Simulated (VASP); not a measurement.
# As (Im-3m) in VASP: a series of runs, part 2 of 2

VASP 6.6.1. The steps go on from the part before.

## 3. Single point, LDA (9.83 Å³/atom)

This run uses another cell than the first one, of 9.83 Å³/atom.

Input file INCAR:

```
SYSTEM = As
PREC = Accurate
ENCUT = 500
EDIFF = 1E-6
ISMEAR = -1
SIGMA = 0.08
LREAL = .False.
LASPH = .True.
NELM = 120
ALGO = Normal
ISIF = 2
LWAVE = .False.
LCHARG = .False.
GGA = CA
NBANDS = 8
GGA_COMPAT = .False.
```

Input file KPOINTS:

```
Automatic mesh
0
Gamma
  18 18 18
  0 0 0
```

Input file POSCAR:

```
As
1.0
   -1.3493882156      1.3493882156      1.3493882156
    1.3493882156     -1.3493882156      1.3493882156
    1.3493882156      1.3493882156     -1.3493882156
As
1
Direct
    0.0000000000      0.0000000000      0.0000000000
```

Potentials or basis: VASP PAW LDA potentials, release 64 (As).

Command:

```bash
> cat potpaw_LDA.64/As/POTCAR > POTCAR
> mpirun -np 1 vasp_std > vasp.out
```

OUTCAR:

```text
SYSTEM = As
   PREC = Accurate
   ENCUT = 500
   EDIFF = 1E-6
   ISMEAR = -1
   LREAL = .False.
   LASPH = .True.
   NELM = 120
   ISIF = 2
   GGA = CA

 ion  position               nearest neighbor table
   1  0.000  0.000  0.000-

  LATTYP: Found a body centered cubic cell.
 ALAT       =     2.6987764312

  Lattice vectors:

 A1 = (  -1.3493882156,   1.3493882156,   1.3493882156)
 A2 = (   1.3493882156,  -1.3493882156,   1.3493882156)
 A3 = (   1.3493882156,   1.3493882156,  -1.3493882156)

Analysis of symmetry for initial positions (statically):
=====================================================================
 Subroutine PRICEL returns:
 Original cell was already a primitive cell.

 Routine SETGRP: Setting up the symmetry group for a
 body centered cubic supercell.

 Subroutine GETGRP returns: Found 48 space group operations
 (whereof 48 operations were pure point group operations)
 out of a pool of 48 trial point group operations.

The static configuration has the point symmetry O_h .

Analysis of symmetry for dynamics (positions and initial velocities):
=====================================================================
 Subroutine PRICEL returns:
[... 152 lines left out ...]

  energy without entropy =       -1.82237850  energy(sigma->0) =       -1.82635022

 E-fermi :  17.1118     XC(G=0): -13.9475

 val. band max:       17.0993864524   @ k =  -0.4444   0.4444   0.3889
 cond. band min:      17.1502740975   @ k =   0.3889   0.1111   0.0556
 fundamental gap:      0.0508876450
 Fermi energy:        17.1117504128

 k-point     1 :       0.0000    0.0000    0.0000
  band No.  band energies     occupation
      1      -6.5445      2.00000
      2      30.5561      0.00000
      3      30.5561      0.00000
      4      30.5561      0.00000
      5      33.8570      0.00000
      6      33.8570      0.00000
      7      33.8570      0.00000
      8      36.2650      0.00000
[... 243 lines left out ...]
 k-point    24 :       0.3889    0.1111    0.0000
  band No.  band energies     occupation
      1       2.2519      2.00000
      2       6.9643      2.00000
      3      18.0926      0.00001
      4      22.3990      0.00000
      5      28.7828      0.00000
      6      32.3814      0.00000
      7      38.9649      0.00000
      8      42.8190      0.00000

 [... further k-points ...]
[... 5 lines left out ...]
  --------------------------------------------------------------------------------------
  -------------------------------------------------------------------------------------
  Total       13.2465540     13.2465540     13.2465540      0.0000000      0.0000000      0.0000000
  in kB     2159.4480787   2159.4480787   2159.4480787      0.0000000      0.0000000      0.0000000
  external PRESSURE =    2159.4480787 kB  Pullay stress =       0.0000000 kB

 VOLUME and BASIS-vectors are now :
 -----------------------------------------------------------------------------
  energy-cutoff  :      500.00
  volume of cell :        9.83
      direct lattice vectors                 reciprocal lattice vectors
    -1.349388216  1.349388216  1.349388216     0.000000000  0.370538289  0.370538289
     1.349388216 -1.349388216  1.349388216     0.370538289  0.000000000  0.370538289
     1.349388216  1.349388216 -1.349388216     0.370538289  0.370538289  0.000000000

 POSITION                                       TOTAL-FORCE (eV/Angst)
 -----------------------------------------------------------------------------------
      0.00000      0.00000      0.00000        -0.000000      0.000000     -0.000000
 -----------------------------------------------------------------------------------
    total drift:                               -0.000000      0.000000     -0.000000

  FREE ENERGIE OF THE ION-ELECTRON SYSTEM (eV)
  ---------------------------------------------------
  free  energy   TOTEN  =        -1.8303219454 eV

  energy  without entropy=       -1.8223784988  energy(sigma->0) =       -1.82635022
```

OSZICAR:

```text
N       E                     dE             d eps       ncg     rms          rms(c)
DAV:   1     0.416510141006E+01    0.41651E+01   -0.25702E+03  3368   0.495E+02
DAV:   2    -0.193087700986E+01   -0.60960E+01   -0.57923E+01  4328   0.528E+01
DAV:   3    -0.195288852250E+01   -0.22012E-01   -0.22005E-01  3520   0.369E+00
DAV:   4    -0.195289181037E+01   -0.32879E-05   -0.32894E-05  4768   0.491E-02
DAV:   5    -0.195289181017E+01    0.20202E-09   -0.15416E-09  3560   0.207E-04    0.705E+00
DAV:   6    -0.187329986873E+01    0.79592E-01   -0.44171E-03  3984   0.575E-01    0.418E+00
DAV:   7    -0.183037093429E+01    0.42929E-01   -0.85524E-03  4240   0.808E-01    0.705E-02
DAV:   8    -0.183032150701E+01    0.49427E-04   -0.10342E-04  3712   0.615E-02    0.223E-02
DAV:   9    -0.183032194545E+01   -0.43843E-06   -0.17888E-06  4496   0.824E-03
   1 F= -.18303219E+01 E0= -.18263502E+01  d E =-.794345E-02
```

stdout:

```text
POSCAR found type information on POSCAR As
 POSCAR found :  1 types and       1 ions
 scaLAPACK will be used
 LDA part: xc-table for (Slater(with rela. corr.)+CA(PZ))
 , standard interpolation
 POSCAR, INCAR and KPOINTS ok, starting setup
 FFT: planning ... GRIDC
 FFT: planning ... GRID_SOFT
 FFT: planning ... GRID
 WAVECAR not read
 entering main loop
```

Wall time 21 s (1 thread of AMD EPYC 7R13, shared host); peak memory 0.09 GiB.

What came out:

```
Free energy            : -1.8303 eV
Pressure               : 215.9 GPa
Band gap on the k mesh : zero (an odd number of electrons rules out a gap without spin polarisation)
```

Levels at points of the mesh, in eV from the Fermi level:
| k point | band 1 | band 2 | band 3 | band 4 | band 5 | band 6 | band 7 | band 8 |
| --- | --- | --- | --- | --- | --- | --- | --- | --- |
| (0.00, 0.00, 0.00) | -23.66 | 13.44 | 13.44 | 13.44 | 16.75 | 16.75 | 16.75 | 19.15 |
| (0.50, 0.00, 0.00) | -13.03 | -13.01 | 4.05 | 7.08 | 9.16 | 11.46 | 26.26 | 26.86 |
| (0.50, 0.50, 0.50) | -4.64 | -4.64 | -4.64 | -1.76 | 1.04 | 1.04 | 33.21 | 33.50 |

Caveat: the cell stands under pressure.

## 4. Single point, LDA

This run uses another cell than the first one, of 13.40 Å³/atom.

Input file INCAR:

```
PREC = Accurate
ENCUT = 500
EDIFF = 1E-6
ISMEAR = -1
SIGMA = 0.08
LREAL = False
LASPH = True
NELM = 120
ALGO = Normal
ISIF = 2
LWAVE = False
LCHARG = True
GGA = CA
LELF = True
LVHAR = True
NBANDS = 8
GGA_COMPAT = False
```

Input file KPOINTS:

```
regular mesh
0
Gamma
  18 18 18
```

Input file POSCAR:

```
As
1.0
   -1.4963611969      1.4963611969      1.4963611969
    1.4963611969     -1.4963611969      1.4963611969
    1.4963611969      1.4963611969     -1.4963611969
As
1
Direct
    0.0000000000      0.0000000000      0.0000000000
```

Potentials or basis: VASP PAW LDA potentials, release 64 (As).

Command:

```bash
> cat potpaw_LDA.64/As/POTCAR > POTCAR
> mpirun -np 1 vasp_std > vasp.out
```

OUTCAR:

```text
PREC = Accurate
   ENCUT = 500
   EDIFF = 1E-6
   ISMEAR = -1
   LREAL = False
   LASPH = True
   NELM = 120
   ISIF = 2
   GGA = CA

 ion  position               nearest neighbor table
   1  0.000  0.000  0.000-

  LATTYP: Found a body centered cubic cell.
 ALAT       =     2.9927223938

  Lattice vectors:

 A1 = (  -1.4963611969,   1.4963611969,   1.4963611969)
 A2 = (   1.4963611969,  -1.4963611969,   1.4963611969)
 A3 = (   1.4963611969,   1.4963611969,  -1.4963611969)

Analysis of symmetry for initial positions (statically):
=====================================================================
 Subroutine PRICEL returns:
 Original cell was already a primitive cell.

 Routine SETGRP: Setting up the symmetry group for a
 body centered cubic supercell.

 Subroutine GETGRP returns: Found 48 space group operations
 (whereof 48 operations were pure point group operations)
 out of a pool of 48 trial point group operations.

[... 153 lines left out ...]
  ext. energy  EPLUGINS =         0.00000000
  ---------------------------------------------------
  free energy    TOTEN  =        -4.43007224 eV

  energy without entropy =       -4.42066064  energy(sigma->0) =       -4.42536644

 E-fermi :  11.2884     XC(G=0): -12.4567

 val. band max:       11.2421949864   @ k =   0.2222   0.2222   0.1111
 cond. band min:      11.3399435684   @ k =   0.3889   0.1111   0.0556
 fundamental gap:      0.0977485819
 Fermi energy:        11.2884174940

 k-point     1 :       0.0000    0.0000    0.0000
  band No.  band energies     occupation
      1      -7.5795      2.00000
      2      20.5456      0.00000
      3      20.5456      0.00000
      4      20.5456      0.00000
      5      26.2102      0.00000
      6      26.2102      0.00000
      7      26.2102      0.00000
      8      29.2647      0.00000
[... 243 lines left out ...]
 k-point    24 :       0.3889    0.1111    0.0000
  band No.  band energies     occupation
      1      -0.8219      2.00000
      2       3.4064      2.00000
      3      12.1500      0.00004
      4      15.8596      0.00000
      5      21.4737      0.00000
      6      24.1102      0.00000
      7      30.0908      0.00000
      8      33.3092      0.00000

 [... further k-points ...]
[... 5 lines left out ...]
  --------------------------------------------------------------------------------------
  -------------------------------------------------------------------------------------
  Total        4.4426892      4.4426892      4.4426892      0.0000000      0.0000000     -0.0000000
  in kB      531.1133429    531.1133429    531.1133429      0.0000000      0.0000000     -0.0000000
  external PRESSURE =     531.1133429 kB  Pullay stress =       0.0000000 kB

 VOLUME and BASIS-vectors are now :
 -----------------------------------------------------------------------------
  energy-cutoff  :      500.00
  volume of cell :       13.40
      direct lattice vectors                 reciprocal lattice vectors
    -1.496361197  1.496361197  1.496361197     0.000000000  0.334143923  0.334143923
     1.496361197 -1.496361197  1.496361197     0.334143923  0.000000000  0.334143923
     1.496361197  1.496361197 -1.496361197     0.334143923  0.334143923  0.000000000

 POSITION                                       TOTAL-FORCE (eV/Angst)
 -----------------------------------------------------------------------------------
      0.00000      0.00000      0.00000         0.000000     -0.000000      0.000000
 -----------------------------------------------------------------------------------
    total drift:                                0.000000      0.000000     -0.000000

  FREE ENERGIE OF THE ION-ELECTRON SYSTEM (eV)
  ---------------------------------------------------
  free  energy   TOTEN  =        -4.4300722430 eV

  energy  without entropy=       -4.4206606391  energy(sigma->0) =       -4.42536644
```

OSZICAR:

```text
N       E                     dE             d eps       ncg     rms          rms(c)
DAV:   1     0.158134088726E+01    0.15813E+01   -0.22698E+03  3192   0.472E+02
DAV:   2    -0.441615659323E+01   -0.59975E+01   -0.58028E+01  4376   0.502E+01
DAV:   3    -0.445212289535E+01   -0.35966E-01   -0.35937E-01  3560   0.431E+00
DAV:   4    -0.445213490548E+01   -0.12010E-04   -0.12010E-04  4856   0.905E-02
DAV:   5    -0.445213490710E+01   -0.16240E-08   -0.12535E-08  3584   0.539E-04    0.395E+00
DAV:   6    -0.443802866958E+01    0.14106E-01   -0.56495E-04  4120   0.209E-01    0.234E+00
DAV:   7    -0.443007034800E+01    0.79583E-02   -0.12943E-03  4216   0.307E-01    0.477E-02
DAV:   8    -0.443007195274E+01   -0.16047E-05   -0.11157E-05  4176   0.273E-02    0.138E-02
DAV:   9    -0.443007224296E+01   -0.29022E-06   -0.29228E-07  3232   0.343E-03
   1 F= -.44300722E+01 E0= -.44253664E+01  d E =-.941160E-02
```

It took 29 s on 1 thread of AMD EPYC 7R13, shared host; peak memory 0.1 GiB.

Results:

```yaml
Free_energy: -4.4301 eV
Pressure: 53.1 GPa
Band_gap_on_the_k_mesh: zero (an odd number of electrons rules out a gap without spin polarisation)
```

Caveat: the cell stands under pressure.

## 5. Single point, LDA

This run uses another cell than the first one, of 15.19 Å³/atom.

Input file INCAR:

```
ALGO = Normal
EDIFF = 1E-6
ENCUT = 500
GGA_COMPAT = F
ISIF = 2
ISMEAR = -1
LASPH = T
LCHARG = F
LREAL = F
LWAVE = F
NBANDS = 8
NELM = 120
PREC = Accurate
SIGMA = 0.08
```

Input file KPOINTS:

```
Automatic mesh
0
Gamma
  18 18 18
  0.5 0.5 0.5
```

Input file POSCAR:

```
As
1.0
   -1.5601115730      1.5601115730      1.5601115730
    1.5601115730     -1.5601115730      1.5601115730
    1.5601115730      1.5601115730     -1.5601115730
As
1
Direct
    0.0000000000      0.0000000000      0.0000000000
```

Command:

```bash
> cat potpaw_LDA.64/As/POTCAR > POTCAR
> mpirun -np 1 vasp_std > vasp.out
```

Wall time 27 s (1 thread of AMD EPYC 7R13, shared host); peak memory 0.1 GiB.

It converged, with:

* Free energy: -4.8445 eV
* Pressure: 22.9 GPa
* Band gap on the k mesh: zero (an odd number of electrons rules out a gap without spin polarisation)

Levels at points of the mesh, in eV from the Fermi level:
| k point | band 1 | band 2 | band 3 | band 4 | band 5 | band 6 | band 7 |
| --- | --- | --- | --- | --- | --- | --- | --- |
| (0.03, 0.03, 0.03) | -17.16 | 6.82 | 7.63 | 7.63 | 13.67 | 13.67 | 15.08 |

Caveat: the cell stands under pressure.

## 6. Overview

```tsv
cell	k mesh	gap on the mesh (eV)	pressure (GPa)
a = 2.186 Å, angles 109.5°, 1 atom	18 × 18 × 18	none	455.7
a = 2.337 Å, angles 109.5°, 1 atom	18 × 18 × 18	none	215.9
a = 2.592 Å, angles 109.5°, 1 atom	18 × 18 × 18	none	53.1
a = 2.702 Å, angles 109.5°, 1 atom	18 × 18 × 18, shifted	none	22.9
```

Alike in all rows: task single point; level LDA; potentials or basis VASP PAW LDA potentials, release 64 (As); no spin polarisation; cutoff (eV) 500; smearing fermi-dirac 0.08 eV.

Caveats: the cell stands under pressure.

Absolute energies hang on the potentials; compare differences alone.

The gap in the log of VASP goes by the Fermi energy; the results here count the filled bands.